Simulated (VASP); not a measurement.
# Al5O8 (a cell with a defect) in VASP: further runs, part 2 of 2

VASP 6.6.1. Earlier steps stand in the parts before.

### 3 Single point, LDA

Input file INCAR:

```
SYSTEM = Al5O8
  PREC = Accurate
  ENCUT = 520
  EDIFF = 1E-6
  ISMEAR = -1
  SIGMA = 0.05
  LREAL = Auto
  LASPH = .True.
  NELM = 60
  ALGO = Normal
  ISIF = 2
  LWAVE = .False.
  LCHARG = .False.
  GGA = CA
  NBANDS = 120
  NELECT = 188.0
```

Input file KPOINTS:

```
regular mesh
0
Gamma
  2 2 2
  0 0 0
```

Input file POSCAR:

```
Al5O8
1.0
   -4.7351000000     -2.7338110000      4.3003330000
    4.7351000000     -2.7338110000      4.3003330000
    0.0000000000      5.4676230000      4.3003330000
Al O
15 24
Direct
    0.3496203521      0.3530783573      0.3521951790
    0.1489640364      0.1491781818      0.1432731327
    0.6516903222      0.6464169383      0.6476534516
    0.8569252354      0.8561457376      0.8465873140
    0.6892383829      0.6892652039      0.1893391825
    0.1473294915      0.1473554677      0.6474341744
    0.3524549594      0.3524807244      0.8525585847
    0.8520902136      0.3496461258      0.8531568515
    0.6431686008      0.1489898084      0.6492562440
    0.1475501216      0.6517145532      0.1464955722
    0.3464829136      0.8569511192      0.3562244867
    0.3530535548      0.8521154543      0.8497248793
    0.1491513197      0.6431945289      0.6490690372
    0.6463904600      0.1475758626      0.1517929942
    0.8561182843      0.3465089836      0.3570298563
    0.5978532110      0.4017498552      0.7545236491
    0.7497521649      0.5779720547      0.4163081611
    0.4055613348      0.7491914588      0.5984900366
    0.4029650969      0.6002808875      0.2567320219
    0.2502840698      0.3996644419      0.5981225097
    0.5922893938      0.2483114419      0.4051026947
    0.0985162715      0.9007200264      0.7413444897
    0.2412404881      0.0985427626      0.4007986996
    0.9006938988      0.2412662204      0.5986206685
    0.8996026854      0.1200664560      0.2296555039
    0.7295510642      0.8996287816      0.6201454971
    0.1200397422      0.7295780835      0.3997079824
    0.0983836723      0.4055868992      0.2492701659
    0.2544188783      0.5978789953      0.9018281440
    0.9162068652      0.7497808129      0.0780493535
    0.9049975047      0.5923149848      0.7483887156
    0.7566263800      0.4029935106      0.1003583482
    0.0980177227      0.2503101770      0.8997426567
    0.5779452609      0.9162318864      0.2498601168
    0.7491649691      0.0984103916      0.9056653768
    0.4017234601      0.2544461059      0.0979578470
    0.3996382551      0.0980439910      0.7503890079
    0.2482855866      0.9050246206      0.0923935558
    0.6002544566      0.7566507312      0.9030767718
```

Potentials or basis: VASP PAW LDA potentials, release 64 (Al, O).

Launch:

```
$ cat potpaw_LDA.64/Al/POTCAR potpaw_LDA.64/O/POTCAR > POTCAR
$ mpirun -np 1 vasp_std > vasp.out
```

OUTCAR:

```text
SYSTEM = Al5O8
   PREC = Accurate
   ENCUT = 520
   EDIFF = 1E-6
   ISMEAR = -1
   LREAL = Auto
   LASPH = .True.
   NELM = 60
   ISIF = 2
   GGA = CA
   NELECT = 188.0

 ion  position               nearest neighbor table
   1  0.350  0.353  0.352-  20 1.84  21 1.84  19 1.85  28 1.94  36 1.94  23 1.97   2 2.64  14 2.77
                             6 2.77  10 2.79  13 3.17   9 3.20
   2  0.149  0.149  0.143-  25 1.81  33 1.83  38 1.84  23 1.95  36 1.95  28 1.98   1 2.64   7 2.75
                            11 2.77  15 2.77   8 3.17  12 3.20
   3  0.652  0.646  0.648-  17 1.78  18 1.85  16 1.86  26 1.87  31 1.94  39 1.98   4 2.64   8 2.77
                            12 2.79   5 3.17  15 3.20   7 3.21  11 3.24
   4  0.857  0.856  0.847-  30 1.79  22 1.82  35 1.86  26 1.86  39 1.96  31 2.00   3 2.64  13 2.77
                             9 2.77   5 2.79   6 3.14  10 3.20  14 3.24
   5  0.689  0.689  0.189-  30 1.77  34 1.77  17 1.77  39 2.14  32 2.14  19 2.14   4 2.79  11 2.79
                            15 2.79  14 3.17  10 3.17   3 3.17
   6  0.147  0.147  0.647-  22 1.84  23 1.84  24 1.84  33 1.94  37 1.94  20 1.94   7 2.65   8 2.77
                             1 2.77  12 2.77   4 3.14  11 3.14  15 3.14
   7  0.352  0.352  0.853-  16 1.84  29 1.84  36 1.84  20 1.95  37 1.95  33 1.95   6 2.65   9 2.75
                            13 2.75   2 2.75  14 3.21  10 3.21   3 3.21
   8  0.852  0.350  0.853-  33 1.84  31 1.84  32 1.85  35 1.94  16 1.94  24 1.97   9 2.64   3 2.77
                             6 2.77  14 2.79   2 3.17  13 3.20
   9  0.643  0.149  0.649-  26 1.81  37 1.83  21 1.84  24 1.95  16 1.95  35 1.98   8 2.64   7 2.75
[... 23 lines left out ...]
  26  0.730  0.900  0.620-   9 1.81   4 1.86   3 1.87
  27  0.120  0.730  0.400-  13 1.81  11 1.86  10 1.87
  28  0.098  0.406  0.249-  10 1.85  15 1.86   1 1.94   2 1.98
  29  0.254  0.598  0.902-   7 1.84  10 1.86  12 1.94  13 1.95
  30  0.916  0.750  0.078-   5 1.77  10 1.78   4 1.79
  31  0.905  0.592  0.748-  13 1.84   8 1.84   3 1.94   4 2.00
  32  0.757  0.403  0.100-   8 1.85  15 1.96  14 1.98   5 2.14
  33  0.098  0.250  0.900-   2 1.83   8 1.84   6 1.94   7 1.95
  34  0.578  0.916  0.250-   5 1.77  14 1.78  11 1.79
  35  0.749  0.098  0.906-  14 1.85   4 1.86   8 1.94   9 1.98
  36  0.402  0.254  0.098-   7 1.84  14 1.86   1 1.94   2 1.95
  37  0.400  0.098  0.750-   9 1.83  12 1.84   6 1.94   7 1.95
  38  0.248  0.905  0.092-   2 1.84  12 1.84  10 1.94  11 2.00
  39  0.600  0.757  0.903-  12 1.85   4 1.96   3 1.98   5 2.14

  LATTYP: Found a trigonal (rhomboedric) cell.
 ALAT       =     6.9561310011
 COS(alpha) =     0.0732708973

  Lattice vectors:

 A1 = (  -4.7351000000,  -2.7338110000,   4.3003330000)
 A2 = (   4.7351000000,  -2.7338110000,   4.3003330000)
 A3 = (   0.0000000000,   5.4676230000,   4.3003330000)

Analysis of symmetry for initial positions (statically):
=====================================================================
 Subroutine PRICEL returns:
 Original cell was already a primitive cell.

 Routine SETGRP: Setting up the symmetry group for a
 trigonal (rhombohedral) supercell.

 Subroutine GETGRP returns: Found  3 space group operations
 (whereof  1 operations were pure point group operations)
 out of a pool of 12 trial point group operations.

The static configuration has the point symmetry C_1 .
 The point group associated with its full space group is C_3 .

Analysis of symmetry for dynamics (positions and initial velocities):
=====================================================================
 Subroutine PRICEL returns:
 Original cell was already a primitive cell.

 Routine SETGRP: Setting up the symmetry group for a
 trigonal (rhombohedral) supercell.

[... 141 lines left out ...]
   number of dos      NEDOS =    301   number of ions     NIONS =     39
   total plane-waves  NPLWV = 157464
   dimension x,y,z NGX =    54 NGY =   54 NGZ =   54
   dimension x,y,z NGXF=   108 NGYF=  108 NGZF=  108
   ions per type =              15  24
   NGX,Y,Z   is equivalent  to a cutoff of  12.91, 12.91, 12.91 a.u.
   NGXF,Y,Z  is equivalent  to a cutoff of  25.81, 25.81, 25.81 a.u.
 SYSTEM =  Al5O8
   PREC   = accura    normal or accurate (medium, high low for compatibility)
   ISTART =      0    job   : 0-new  1-cont  2-samecut
   ICHARG =      2    charge: 1-file 2-atom 10-const
   ISPIN  =      1    spin polarized calculation?
   LNONCOLLINEAR =      F non collinear calculations
   LSORBIT =      F    spin-orbit coupling
   LASPH  =      T    aspherical Exc in radial PAW
   ENCUT  =  520.0 eV  38.22 Ry    6.18 a.u.  12.93 12.93 12.93*2*pi/ulx,y,z
   NELM   =     60;   NELMIN=  2; NELMDL= -5     # of ELM steps
   EDIFF  = 0.1E-05   stopping-criterion for ELM
   LREAL  =      T    real-space projection
   EDIFFG = 0.1E-04   stopping-criterion for IOM
   NSW    =      0    number of steps for IOM
   IBRION =     -1    ionic relax: 0-MD 1-quasi-New 2-CG
   NFREE  =      0    steps in history (QN), initial steepest desc. (CG)
   ISIF   =      2    stress and relaxation
   ISYM   =      2    0-nonsym 1-usesym 2-fastsym
   POTIM  = 0.5000    time-step for ionic-motion
   TEBEG  =    0.0;   TEEND  =   0.0 temperature during run
   PSTRESS=    0.0 pullay stress
   NELECT =     188.0000    total number of electrons
   NUPDOWN=      -1.0000    fix difference up-down
   EMIN   =  10.00;   EMAX   =-10.00  energy-range for DOS
   EFERMI =   0.00;   METHOD = LEGACY
   ISMEAR =    -1;   SIGMA  =   0.05  broadening in eV -4-tet -1-fermi 0-gaus
   EFERMI_NEDOS =   21; number of points for ismear=-14 and -15
   IALGO  =     38    algorithm
   IMIX   =      4    mixing-type and parameters
     AMIX     =   0.40;   BMIX     =  1.00
     AMIX_MAG =   1.60;   BMIX_MAG =  1.00
  volume/ion in A,a.u.               =       8.56        57.79
  Fermi-wavevector in a.u.,A,eV,Ry     =   1.351690  2.554324 24.858740  1.827066
  Thomas-Fermi vector in A             =   2.479091
   LORBIT       =      0    0 simple, 1 ext, 2 COOP (PROOUT), +10 PAW based schemes
   GGA     = CA    functional components
   LHFCALC =     F    Hartree Fock is set to
   AEXX    =    0.0000 exact exchange contribution
   IVDW    =     0    specifies the selected vdW correction
   LEPSILON=     F    determine dielectric tensor
   LRPA    =     F    only Hartree local field effects (RPA)
 non-spin polarized calculation
  energy-cutoff  :      520.00
  volume of cell :      334.00
 maximum number of plane-waves:      9016
 NGX is ok and might be reduce to    54
   NGX = 25   NGY = 25   NGZ = 25

 number of electron     188.0000022 magnetization

 Free energy of the ion-electron system (eV)
  ---------------------------------------------------
  ext. energy  EPLUGINS =         0.00000000
  ---------------------------------------------------
  free energy    TOTEN  =      -320.29922222 eV

  energy without entropy =     -320.18683005  energy(sigma->0) =     -320.24302614

 E-fermi :   5.3718     XC(G=0): -12.0421

 val. band max:        5.2876862887   @ k =   0.5000   0.0000   0.0000
 cond. band min:       5.3852602879   @ k =   0.5000   0.0000   0.0000
 fundamental gap:      0.0975739992
 Fermi energy:         5.3718320066

 k-point     1 :       0.0000    0.0000    0.0000
  band No.  band energies     occupation
      1     -13.7968      2.00000
      2     -12.6763      2.00000
      3     -12.6762      2.00000
      4     -12.4301      2.00000
      5     -11.9533      2.00000
      6     -11.9532      2.00000
[... 425 lines left out ...]
    105      15.1824      0.00000
    106      15.1824      0.00000
 [bands above 106 left out]

------------------------ aborting loop because EDIFF is reached ----------------------------------------

  FORCE on cell =-STRESS in cart. coord.  units (eV):
  Direction    XX          YY          ZZ          XY          YZ          ZX
  --------------------------------------------------------------------------------------
  -------------------------------------------------------------------------------------
  Total       -3.9490294     -3.9490296     -6.3104860     -0.0000001     -0.0000005      0.0000000
  in kB      -18.9430504    -18.9430514    -30.2706926     -0.0000004     -0.0000023      0.0000000
  external PRESSURE =     -22.7189315 kB  Pullay stress =       0.0000000 kB

 VOLUME and BASIS-vectors are now :
 -----------------------------------------------------------------------------
  energy-cutoff  :      520.00
  volume of cell :      334.00
      direct lattice vectors                 reciprocal lattice vectors
    -4.735100000 -2.733811000  4.300333000    -0.105594391 -0.060964948  0.077513382
     4.735100000 -2.733811000  4.300333000     0.105594391 -0.060964948  0.077513382
     0.000000000  5.467623000  4.300333000     0.000000000  0.121929897  0.077513368

 POSITION                                       TOTAL-FORCE (eV/Angst)
 -----------------------------------------------------------------------------------
      0.01637      0.00462      4.53639         0.017372     -0.064915      0.037042
      0.00101     -0.03170      1.89823        -0.018877      0.013054      0.031794
     -0.02497     -0.00765      8.36742         0.002847     -0.140895      0.038175
     -0.00369     -0.05439     11.00738         0.045233      0.015106      0.080398
      0.00013     -2.73333      6.74225         0.000000     -0.000000     -1.646683
      0.00012      2.73431      4.05143         0.000000      0.000000      0.037511
[... 31 lines left out ...]
      3.10972     -2.64776      5.35694        -0.006587      0.021379      0.016295
      0.74055      1.22816      9.71868        -0.131114      0.358274      0.113417
 -----------------------------------------------------------------------------------
    total drift:                                0.027671     -0.069925     -0.016956

  FREE ENERGIE OF THE ION-ELECTRON SYSTEM (eV)
  ---------------------------------------------------
  free  energy   TOTEN  =      -320.2992222236 eV

  energy  without entropy=     -320.1868300490  energy(sigma->0) =     -320.24302614
```

Run time: 12 min. Hardware: 1 thread of Oxide Virtual Turin-like, shared host; peak memory 0.32 GiB.

What came out:

- Free energy: -320.2992 eV
- Largest force: 1.647 eV/Å

Forces on the atoms (eV/Å):
```
Al   0.017 -0.065  0.037
Al  -0.019  0.013  0.032
Al   0.003 -0.141  0.038
Al   0.045  0.015  0.080
Al   0.000  0.000 -1.647
Al   0.000  0.000  0.038
Al   0.000  0.000  0.060
Al   0.048  0.048  0.037
Al  -0.002 -0.023  0.032
Al   0.121  0.073  0.038
Al  -0.036  0.032  0.080
Al  -0.065  0.017  0.037
Al   0.021  0.010  0.032
Al  -0.123  0.068  0.038
Al  -0.010 -0.047  0.080
O    0.019 -0.068  0.011
O    0.091 -0.166 -0.040
O   -0.029  0.025  0.082
O   -0.245 -0.293  0.113
O   -0.011 -0.019  0.038
O   -0.015 -0.016  0.016
O   -0.011  0.015  0.057
O   -0.008 -0.017  0.057
O    0.019  0.002  0.057
O   -0.016 -0.018  0.051
O    0.023 -0.005  0.051
O   -0.007  0.023  0.051
O   -0.007 -0.038  0.082
O    0.050  0.050  0.011
O    0.098  0.162 -0.040
O    0.022 -0.005  0.016
O    0.376 -0.066  0.113
O    0.022  0.000  0.038
O   -0.189  0.004 -0.040
O    0.036  0.013  0.082
O   -0.068  0.018  0.011
O   -0.011  0.019  0.038
O   -0.007  0.021  0.016
O   -0.131  0.358  0.113
```

Levels at points of the mesh, in eV from the Fermi level:
| k point | band 91 | band 92 | band 93 | band 94 | band 95 | band 96 | band 97 | band 98 |
| --- | --- | --- | --- | --- | --- | --- | --- | --- |
| (0.00, 0.00, 0.00) | -0.24 | -0.24 | -0.23 | 0.12 | 0.22 | 0.22 | 6.68 | 9.22 |
| (0.50, 0.00, 0.00) | -0.41 | -0.32 | -0.17 | -0.08 | 0.01 | 0.19 | 8.00 | 8.15 |
| (0.50, 0.50, 0.00) | -0.33 | -0.30 | -0.19 | -0.10 | 0.09 | 0.16 | 8.59 | 8.91 |
| (0.50, 0.50, 0.50) | -0.32 | -0.19 | -0.19 | -0.14 | 0.14 | 0.14 | 8.71 | 8.99 |

Caveat: the k points lie up to 0.45 Å⁻¹ apart; the cell carries a net charge on a neutralising background, which shifts energy and pressure; the cell is charged against a uniform background, so pressure and absolute levels hang on convention.
